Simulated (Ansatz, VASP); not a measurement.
Sc in VASP and in Ansatz

File INCAR:

```
SYSTEM = Sc
PREC = Accurate ; ENCUT = 600
EDIFF = 1E-7 ; ISMEAR = -1
SIGMA = 0.1 ; LREAL = .False.
LASPH = .True. ; NELM = 80
ALGO = Normal ; ISIF = 3
LWAVE = .False. ; LCHARG = .False.
IBRION = 2 ; NSW = 80
EDIFFG = -0.01
```

The input KPOINTS:

```
Automatic mesh
0
Gamma
  7 7 10
  0 0 0
```

The input POSCAR:

```
Sc
1.0
    5.2083761254      0.0000000000      0.0000000000
   -2.6041880627      4.5105860371      0.0000000000
    0.0000000000      0.0000000000      3.1927345649
Sc
3
Direct
    0.0000000000      0.0000000000      0.0000000000
    0.3333333333      0.6666666667      0.5000000000
    0.6666666667      0.3333333333      0.5000000000
```

Input for Ansatz:

```yaml
crystal:
  lattice:
    - [5.2083761254, 0.0, 0.0]
    - [-2.6041880627, 4.5105860371, 0.0]
    - [0.0, 0.0, 3.1927345649]
  atoms:
    - { symbol: Sc, position: [0.0, 0.0, 0.0] }
    - { symbol: Sc, position: [0.3333333333, 0.6666666667, 0.5] }
    - { symbol: Sc, position: [0.6666666667, 0.3333333333, 0.5] }
hamiltonian:
  xc: lda
  pseudopotentials:
    kind: paw
    azcp:
      Sc: "pseudopotentials/Sc.paw.azcp"
basis:
  ecutwfc: 420
  fft_grid_basis: typed
kpoints:
  mp_grid: { grid: [7, 7, 10], shift: [0, 0, 0] }
magnetization:
  spin_polarized: false
scf:
  occupations: { method: fermi_dirac, width: 0.1 }
relax:
  max_steps: 60
  f_tol: 0.01
  cell: {}
output:
  write_density: true
  write_potential: true
  elf: true
  volumetric_format: npy
```

Alike in both runs: task relaxation of cell and atoms; functional LDA; k mesh 7 × 7 × 10; occupations fermi-dirac, width 0.1 eV; no spin polarisation.

|  | VASP | Ansatz |
| --- | --- | --- |
| version | VASP 6.6.1 | Ansatz 0.2.0 |
| potentials or method | VASP PAW LDA potentials, release 64 (Sc_sv), cutoff 600 eV | plane waves (420 eV) with PAW, scalar-relativistic |
| valence electrons in the cell | 33 | 33 |

Ansatz gave:

```
relaxed volume (Å³/atom)                                     : 22.36
relaxed cell length with the largest relative difference (Å) : 3.135
```

Task: What did VASP give for the same quantities?

Result: Relaxed volume (Å³/atom): 22.40; relaxed cell length with the largest relative difference (Å): 3.137.

Ansatz warns that its potentials were made for another functional, while VASP's fit it. LDA's correlation is that of Perdew and Zunger in VASP and of Perdew and Wang (1992) in Ansatz.
